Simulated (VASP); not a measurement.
Input of a VASP 6.6.1 run:

File INCAR:

```
SYSTEM = Cu
ALGO = Normal ; EDIFF = 1E-6
EDIFFG = -0.005 ; ENCUT = 600
GGA = PE ; IBRION = 2
ISIF = 3 ; ISMEAR = -1
LASPH = .True. ; LCHARG = .False.
LREAL = .False. ; LWAVE = .False.
NELM = 60 ; NSW = 60
PREC = Accurate ; PSTRESS = -37.0
SIGMA = 0.05
```

File KPOINTS:

```
k-points
0
Gamma
  13 13 13
  0 0 0
```

File POSCAR:

```
Cu
1.0
    0.0000000000      2.4984494384      2.4984494384
    2.4984494384      0.0000000000      2.4984494384
    2.4984494384      2.4984494384      0.0000000000
Cu
2
Direct
   -0.1250000000     -0.1250000000     -0.1250000000
    0.1250000000      0.1250000000      0.1250000000
```

Potentials or basis: VASP PAW PBE potentials, release 64 (Cu).

The run is started by

```sh
$ cat potpaw_PBE.64/Cu/POTCAR > POTCAR
$ mpirun -np 1 vasp_std > vasp.out
```

Problem. What does it give for the relaxed cell?

Solution. a = 3.898 Å, b = 3.898 Å, c = 3.898 Å, α = 60.00°, β = 60.00°, γ = 60.00°.

Problem. Predict the space group after relaxing (to 0.1 Å).

Solution. Fd-3m (No. 227).

Step by step:
| step | energy change (eV) | largest force (eV/Å) | pressure (GPa) | volume (Å³) |
| --- | --- | --- | --- | --- |
| 1 | 0.0000 | 0.0000 | 19.00 | 31.19 |
| 2 | -0.3079 | 0.0000 | -4.14 | 42.27 |
| 3 | -0.3223 | 0.0000 | -3.47 | 41.66 |
| 4 | -0.3171 | 0.0000 | -3.72 | 41.89 |

Caveat: the cell is relaxed towards a set pressure, so the run minimises the enthalpy, not the energy; the volume moved by over 15 % at a fixed basis, so the end points are rough.
